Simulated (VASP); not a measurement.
# Ti (P6/mmm) in VASP: a series of runs

Runs on Ti. Level: PBE. Tasks: single point, relaxation of cell and atoms.

Program: VASP 6.6.1. These are calculated values, not measurements. Logs are shortened: lines on timing, memory, paths and dates and some standing lists are left out, and cuts for length are marked.

### Step 1. The cell of the first run

Symmetry: P6/mmm, No. 191, hexagonal system. Conventional cell: a = 4.772 Å, b = 4.772 Å, c = 2.411 Å, α = 90.00°, β = 90.00°, γ = 120.00°. Within 3.2 Å of Ti (site symmetry -6m2) lie 5 Ti at 2.41 to 2.76 Å.

This isn't the form of Ti at room conditions, which is hcp.

### Step 2. Single point, PBE

INCAR reads:

```
SYSTEM = Ti
PREC = Accurate ; ENCUT = 520
EDIFF = 1E-6 ; ISMEAR = 0
SIGMA = 0.1 ; LREAL = .False.
LASPH = .True. ; NELM = 60
ALGO = Fast ; ISIF = 2
LWAVE = .False. ; LCHARG = .False.
GGA = PE ; NBANDS = 32
```

KPOINTS reads:

```
regular mesh
0
Gamma
  6 6 4
  0 0 0
```

POSCAR reads:

```
Ti
1.0
    4.7721758045      0.0000000000      0.0000000000
   -2.3860879022      4.1328254780      0.0000000000
    0.0000000000      0.0000000000      4.8217268384
Ti
4
Direct
    0.3333333333      0.6666666667      0.5000051955
    0.6666666667      0.3333333333      1.0000051955
    0.6666666667      0.3333333333      0.4999948045
    0.3333333333      0.6666666667     -0.0000051955
```

Potentials or basis: VASP PAW PBE potentials, release 64 (Ti_sv).

Run with:

```
$ cat potpaw_PBE.64/Ti_sv/POTCAR > POTCAR
$ mpirun -np 1 vasp_std > vasp.out
```

OUTCAR:

```text
SYSTEM = Ti
   PREC = Accurate
   ENCUT = 520
   EDIFF = 1E-6
   ISMEAR = 0
   LREAL = .False.
   LASPH = .True.
   NELM = 60
   ISIF = 2
   GGA = PE

 ion  position               nearest neighbor table
   1  0.333  0.667  0.500-   4 2.41   4 2.41   3 2.76   3 2.76   3 2.76
   2  0.667  0.333  0.000-   3 2.41   3 2.41   4 2.76   4 2.76   4 2.76
   3  0.667  0.333  0.500-   2 2.41   2 2.41   1 2.76   1 2.76   1 2.76
   4  0.333  0.667  1.000-   1 2.41   1 2.41   2 2.76   2 2.76   2 2.76

  LATTYP: Found a hexagonal cell.
 ALAT       =     4.7721758045
 C/A-ratio  =     1.0103833211

  Lattice vectors:

 A1 = (   4.7721758045,   0.0000000000,   0.0000000000)
 A2 = (  -2.3860879022,   4.1328254780,   0.0000000000)
 A3 = (   0.0000000000,   0.0000000000,   4.8217268384)

Analysis of symmetry for initial positions (statically):
=====================================================================
 Subroutine PRICEL returns:
 Original cell was already a primitive cell.

 Routine SETGRP: Setting up the symmetry group for a
 hexagonal supercell.

 Subroutine GETGRP returns: Found 24 space group operations
 (whereof 12 operations were pure point group operations)
 out of a pool of 24 trial point group operations.

The static configuration has the point symmetry D_3d.
 The point group associated with its full space group is D_6h.

Analysis of symmetry for dynamics (positions and initial velocities):
=====================================================================
 Subroutine PRICEL returns:
 Original cell was already a primitive cell.

 Routine SETGRP: Setting up the symmetry group for a
 hexagonal supercell.

 Subroutine GETGRP returns: Found 24 space group operations
 (whereof 12 operations were pure point group operations)
 out of a pool of 24 trial point group operations.

The dynamic configuration has the point symmetry D_3d.
 The point group associated with its full space group is D_6h.

 Subroutine INISYM returns: Found 24 space group operations
 (whereof 12 operations are pure point group operations),
 and found     1 'primitive' translations

----------------------------------------------------------------------------------------

                                     Primitive cell

  volume of cell :      95.0968

  direct lattice vectors                    reciprocal lattice vectors
     4.772175804  0.000000000  0.000000000     0.209548022  0.120982607  0.000000000
    -2.386087902  4.132825478  0.000000000     0.000000000  0.241965214  0.000000000
     0.000000000  0.000000000  4.821726838     0.000000000  0.000000000  0.207394577

  length of vectors
     4.772175804  4.772175804  4.821726838     0.241965214  0.241965214  0.207394577

  position of ions in fractional coordinates (direct lattice)
     0.333333333  0.666666667  0.500005196
     0.666666667  0.333333333  0.000005196
     0.666666667  0.333333333  0.499994804
     0.333333333  0.666666667  0.999994804

  ion indices of the primitive-cell ions
   primitive index   ion index
                 1           1
                 2           2
                 3           3
                 4           4

----------------------------------------------------------------------------------------

 KPOINTS: regular mesh

Automatic generation of k-mesh.
 Grid dimensions read from file:
 generate k-points for:    6    6    4

 Generating k-lattice:

  Cartesian coordinates                     Fractional coordinates (reciprocal lattice)
     0.034924670  0.020163768  0.000000000     0.166666667 -0.000000000  0.000000000
     0.000000000  0.040327536  0.000000000     0.000000000  0.166666667  0.000000000
     0.000000000  0.000000000  0.051848644     0.000000000  0.000000000  0.250000000

  Length of vectors
     0.040327536  0.040327536  0.051848644

  Shift w.r.t. Gamma in fractional coordinates (k-lattice)
     0.000000000  0.000000000  0.000000000

 Subroutine IBZKPT returns following result:
 ===========================================

 Found     21 irreducible k-points:

 Following reciprocal coordinates:
            Coordinates               Weight
  0.000000  0.000000  0.000000      1.000000
  0.166667  0.000000  0.000000      6.000000
  0.333333  0.000000  0.000000      6.000000
  0.500000 -0.000000  0.000000      3.000000
  0.166667  0.166667  0.000000      6.000000
  0.333333  0.166667  0.000000     12.000000
[... 13 lines left out ...]
  0.333333  0.166667  0.500000     12.000000
  0.333333  0.333333  0.500000      2.000000
   k-points           NKPTS =     21   k-points in BZ     NKDIM =     21   number of bands    NBANDS=     32
   number of dos      NEDOS =    301   number of ions     NIONS =      4
   total plane-waves  NPLWV =  46656
   dimension x,y,z NGX =    36 NGY =   36 NGZ =   36
   dimension x,y,z NGXF=    72 NGYF=   72 NGZF=   72
   ions per type =               4
   NGX,Y,Z   is equivalent  to a cutoff of  12.54, 12.54, 12.41 a.u.
   NGXF,Y,Z  is equivalent  to a cutoff of  25.08, 25.08, 24.82 a.u.
 SYSTEM =  Ti
   PREC   = accura    normal or accurate (medium, high low for compatibility)
   ISTART =      0    job   : 0-new  1-cont  2-samecut
   ICHARG =      2    charge: 1-file 2-atom 10-const
   ISPIN  =      1    spin polarized calculation?
   LNONCOLLINEAR =      F non collinear calculations
   LSORBIT =      F    spin-orbit coupling
   LASPH  =      T    aspherical Exc in radial PAW
   ENCUT  =  520.0 eV  38.22 Ry    6.18 a.u.   8.87  8.87  8.97*2*pi/ulx,y,z
   NELM   =     60;   NELMIN=  2; NELMDL= -5     # of ELM steps
   EDIFF  = 0.1E-05   stopping-criterion for ELM
   LREAL  =      F    real-space projection
   EDIFFG = 0.1E-04   stopping-criterion for IOM
   NSW    =      0    number of steps for IOM
   IBRION =     -1    ionic relax: 0-MD 1-quasi-New 2-CG
   NFREE  =      0    steps in history (QN), initial steepest desc. (CG)
   ISIF   =      2    stress and relaxation
   ISYM   =      2    0-nonsym 1-usesym 2-fastsym
   POTIM  = 0.5000    time-step for ionic-motion
   TEBEG  =    0.0;   TEEND  =   0.0 temperature during run
   PSTRESS=    0.0 pullay stress
   NELECT =      48.0000    total number of electrons
   NUPDOWN=      -1.0000    fix difference up-down
   EMIN   =  10.00;   EMAX   =-10.00  energy-range for DOS
   EFERMI =   0.00;   METHOD = LEGACY
   ISMEAR =     0;   SIGMA  =   0.10  broadening in eV -4-tet -1-fermi 0-gaus
   EFERMI_NEDOS =   21; number of points for ismear=-14 and -15
   IALGO  =     68    algorithm
   IMIX   =      4    mixing-type and parameters
     AMIX     =   0.40;   BMIX     =  1.00
     AMIX_MAG =   1.60;   BMIX_MAG =  1.00
  volume/ion in A,a.u.               =      23.77       160.44
  Fermi-wavevector in a.u.,A,eV,Ry     =   1.303467  2.463195 23.116638  1.699025
  Thomas-Fermi vector in A             =   2.434467
   LORBIT       =      0    0 simple, 1 ext, 2 COOP (PROOUT), +10 PAW based schemes
   GGA     = PE    functional components
   LHFCALC =     F    Hartree Fock is set to
   AEXX    =    0.0000 exact exchange contribution
   IVDW    =     0    specifies the selected vdW correction
   LEPSILON=     F    determine dielectric tensor
   LRPA    =     F    only Hartree local field effects (RPA)
 non-spin polarized calculation
 RMM-DIIS sequential band-by-band and
 Gauss-broadening in eV      SIGMA  =   0.10
  energy-cutoff  :      520.00
  volume of cell :       95.10
 maximum number of plane-waves:      2586
 NGX is ok and might be reduce to    36

 number of electron      48.0000004 magnetization

 Free energy of the ion-electron system (eV)
  ---------------------------------------------------
  ext. energy  EPLUGINS =         0.00000000
  ---------------------------------------------------
  free energy    TOTEN  =       -25.65550882 eV

  energy without entropy =      -25.61678515  energy(sigma->0) =      -25.63614699

 E-fermi :   4.7442     XC(G=0):  -9.7037

 val. band max:        4.7426342496   @ k =   0.1667   0.1667   0.2500
 cond. band min:       4.8068848456   @ k =   0.0000   0.0000   0.2500
 fundamental gap:      0.0642505960
 Fermi energy:         4.7442231908

 k-point     1 :       0.0000    0.0000    0.0000
  band No.  band energies     occupation
      1     -51.8283      2.00000
      2     -51.7113      2.00000
      3     -51.5292      2.00000
      4     -51.4221      2.00000
      5     -28.7286      2.00000
      6     -28.5945      2.00000
[... 24 lines left out ...]
     31       6.6764      0.00000
     32       6.6949      0.00000

 k-point     2 :       0.1667    0.0000    0.0000
  band No.  band energies     occupation
      1     -51.8214      2.00000
      2     -51.7183      2.00000
      3     -51.5229      2.00000
      4     -51.4285      2.00000
      5     -28.7207      2.00000
      6     -28.6024      2.00000
[... 24 lines left out ...]
     31       7.0370      0.00000
     32       7.4784      0.00000

 k-point     3 :       0.3333    0.0000    0.0000
  band No.  band energies     occupation
      1     -51.8037      2.00000
      2     -51.7362      2.00000
      3     -51.5067      2.00000
      4     -51.4449      2.00000
      5     -28.7003      2.00000
      6     -28.6229      2.00000
[... 24 lines left out ...]
     31       7.5256      0.00000
     32       7.9984      0.00000

 k-point     4 :       0.5000   -0.0000    0.0000
  band No.  band energies     occupation
      1     -51.7895      2.00000
      2     -51.7506      2.00000
      3     -51.4937      2.00000
      4     -51.4580      2.00000
      5     -28.6840      2.00000
      6     -28.6393      2.00000
[... 24 lines left out ...]
     31       7.1310      0.00000
     32       8.0760      0.00000

 k-point     5 :       0.1667    0.1667    0.0000
  band No.  band energies     occupation
      1     -51.8089      2.00000
      2     -51.7310      2.00000
      3     -51.5114      2.00000
      4     -51.4401      2.00000
      5     -28.7063      2.00000
      6     -28.6169      2.00000
[... 479 lines left out ...]
     31       6.9955      0.00000
     32       7.0135      0.00000

 k-point    19 :       0.1667    0.1667    0.5000
  band No.  band energies     occupation
      1     -51.6627      2.00000
      2     -51.6627      2.00000
      3     -51.5879      2.00000
      4     -51.5879      2.00000
      5     -28.1657      2.00000
      6     -28.1657      2.00000
[... 24 lines left out ...]
     31       6.6200      0.00000
     32       6.6217      0.00000

 k-point    20 :       0.3333    0.1667    0.5000
  band No.  band energies     occupation
      1     -51.6441      2.00000
      2     -51.6441      2.00000
      3     -51.6067      2.00000
      4     -51.6067      2.00000
      5     -28.1804      2.00000
      6     -28.1804      2.00000
[... 24 lines left out ...]
     31       6.7748      0.00000
     32       6.7754      0.00000

 k-point    21 :       0.3333    0.3333    0.5000
  band No.  band energies     occupation
      1     -51.6255      2.00000
      2     -51.6255      2.00000
      3     -51.6254      2.00000
      4     -51.6254      2.00000
      5     -28.1896      2.00000
      6     -28.1896      2.00000
[... 24 lines left out ...]
     31       6.5869      0.00000
     32       6.5869      0.00000

------------------------ aborting loop because EDIFF is reached ----------------------------------------

  FORCE on cell =-STRESS in cart. coord.  units (eV):
  Direction    XX          YY          ZZ          XY          YZ          ZX
  --------------------------------------------------------------------------------------
  -------------------------------------------------------------------------------------
  Total       -0.2027555     -0.2027555      0.1351863     -0.0000000      0.0000000      0.0000000
  in kB       -3.4159937     -3.4159937      2.2775978     -0.0000000      0.0000000      0.0000000
  external PRESSURE =      -1.5181299 kB  Pullay stress =       0.0000000 kB

 VOLUME and BASIS-vectors are now :
 -----------------------------------------------------------------------------
  energy-cutoff  :      520.00
  volume of cell :       95.10
      direct lattice vectors                 reciprocal lattice vectors
     4.772175804  0.000000000  0.000000000     0.209548022  0.120982607  0.000000000
    -2.386087902  4.132825478  0.000000000     0.000000000  0.241965214  0.000000000
     0.000000000  0.000000000  4.821726838     0.000000000  0.000000000  0.207394577

 POSITION                                       TOTAL-FORCE (eV/Angst)
 -----------------------------------------------------------------------------------
     -0.00000      2.75522      2.41089        -0.000000      0.000000     -0.000671
      2.38609      1.37761      0.00003         0.000000     -0.000000     -0.000671
      2.38609      1.37761      2.41084         0.000000     -0.000000      0.000671
     -0.00000      2.75522      4.82170         0.000000      0.000000      0.000671
 -----------------------------------------------------------------------------------
    total drift:                                0.000000     -0.000000      0.000000

  FREE ENERGIE OF THE ION-ELECTRON SYSTEM (eV)
  ---------------------------------------------------
  free  energy   TOTEN  =       -25.6555088248 eV

  energy  without entropy=      -25.6167851541  energy(sigma->0) =      -25.63614699
```

It took 2.3 min on 1 thread of AMD EPYC 9R45 (Zen 5), shared host; peak memory 0.19 GiB.

What came out:

* Free energy: -25.6555 eV
* Pressure: -0.2 GPa
* Band gap on the k mesh: zero (bands 24 and 25 overlap by 0.86 eV)

Stress tensor (GPa, compression positive):
```
-0.34  0.00  0.00
 0.00 -0.34  0.00
 0.00  0.00  0.23
```

Levels at points of the mesh, in eV from the Fermi level:
```csv
k point,band 20,band 21,band 22,band 23,band 24,band 25,band 26,band 27,band 28,band 29
"(0.00, 0.00, 0.00)",-1.17,-0.84,0.07,0.07,0.08,0.08,0.16,0.61,0.61,1.68
"(0.50, 0.00, 0.00)",-1.55,-1.16,-0.75,-0.47,-0.36,-0.26,0.72,1.01,1.08,1.15
"(0.00, 0.00, 0.50)",-0.32,-0.32,-0.32,0.60,0.60,0.60,0.60,0.80,0.80,1.66
"(0.50, 0.00, 0.50)",-1.22,-0.51,-0.51,-0.24,-0.24,0.49,0.49,1.05,1.05,1.61
```

### Step 3. Relaxation of cell and atoms, PBE

This run uses another cell than the first one: it holds 1 atom, not 4.

INCAR reads:

```
SYSTEM = Ti
PREC = Accurate ; ENCUT = 600
EDIFF = 1E-6 ; ISMEAR = 0
SIGMA = 0.1 ; LREAL = .False.
LASPH = .True. ; NELM = 80
ALGO = Fast ; ISIF = 3
LWAVE = .False. ; LCHARG = .False.
GGA = PE ; IBRION = 2
NSW = 100 ; EDIFFG = -0.01
```

KPOINTS reads:

```
Automatic mesh
0
Gamma
  24 24 22
  0 0 0
```

POSCAR reads:

```
Ti
1.0
    2.7753562304      0.0000000000      0.0000000000
   -1.3876781152      2.4035290001      0.0000000000
    0.0000000000      0.0000000000      2.5932234778
Ti
1
Direct
    0.0000000000      0.0000000000      0.0000000000
```

Potentials or basis: VASP PAW PBE potentials, release 64 (Ti_sv).

Run with:

```
$ cat potpaw_PBE.64/Ti_sv/POTCAR > POTCAR
$ mpirun -np 1 vasp_std > vasp.out
```

It took 26 min on 1 thread of Intel Xeon Platinum 8488C (Sapphire Rapids), shared host; peak memory 0.39 GiB.

It converged, with:

```
Free energy                           : -7.4779 eV
Relaxed volume                        : 17.62 Å³/atom
Relaxed cell                          : a = 2.728 Å, b = 2.728 Å, c = 2.733 Å, α = 90.00°, β = 90.00°, γ = 120.00°
Space group after relaxing (to 0.1 Å) : P6/mmm (No. 191)
Energy gained by relaxing             : 28.5 meV/atom
Ionic steps                           : 21
Pressure after relaxing               : 0.0 GPa
Band gap on the k mesh                : zero (bands 6 and 7 overlap by 0.63 eV)
```

Step by step:
```
step  energy change (eV)  largest force (eV/Å)  pressure (GPa)  volume (Å³)
   1              0.0000                0.0000            1.38        17.30
   2             -0.0227                0.0000           -0.34        17.66
   3             -0.0272                0.0000           -1.18        17.86
   4             -0.0273                0.0000           -0.33        17.88
   5             -0.0270                0.0000           -1.50        17.94
   6             -0.0273                0.0000           -1.97        17.90
   7             -0.0245                0.0000            0.93        17.41
   8             -0.0281                0.0000           -0.52        17.75
   9             -0.0282                0.0000           -0.55        17.74
  10             -0.0281                0.0000           -0.38        17.71
  11             -0.0282                0.0000           -0.38        17.73
  12             -0.0282                0.0000           -0.34        17.74
  13             -0.0285                0.0000           -1.50        17.66
  14             -0.0255                0.0000            0.88        17.44
  15             -0.0283                0.0000            0.48        17.61
  16             -0.0284                0.0000            0.70        17.64
  17             -0.0284                0.0000           -0.01        17.65
  18             -0.0284                0.0000            0.02        17.65
  19             -0.0284                0.0000           -0.02        17.66
  20             -0.0284                0.0000           -0.12        17.66
  21             -0.0285                0.0000           -0.04        17.62
```

Final structure:
```yaml
crystal:
  lattice:
    - [2.72805, 0.00000, 0.00000]
    - [-1.36403, 2.36256, 0.00000]
    - [0.00000, 0.00000, 2.73327]
  atoms:
    - { symbol: Ti, position: [0.00000, 0.00000, 0.00000] }
```

Levels at points of the mesh, in eV from the Fermi level:
```csv
k point,band 2,band 3,band 4,band 5,band 6,band 7,band 8,band 9,band 10
"(0.00, 0.00, 0.00)",-32.51,-32.28,-32.28,-5.79,-1.27,1.15,1.15,3.90,3.90
"(0.50, 0.00, 0.00)",-33.19,-32.48,-32.40,-2.40,-0.34,1.00,1.73,3.48,4.41
"(0.00, 0.00, 0.50)",-33.15,-32.23,-32.23,-2.32,-0.63,1.52,1.52,2.61,2.61
"(0.50, 0.00, 0.50)",-33.09,-32.98,-32.42,-2.38,-1.19,1.77,4.51,4.65,6.05
```
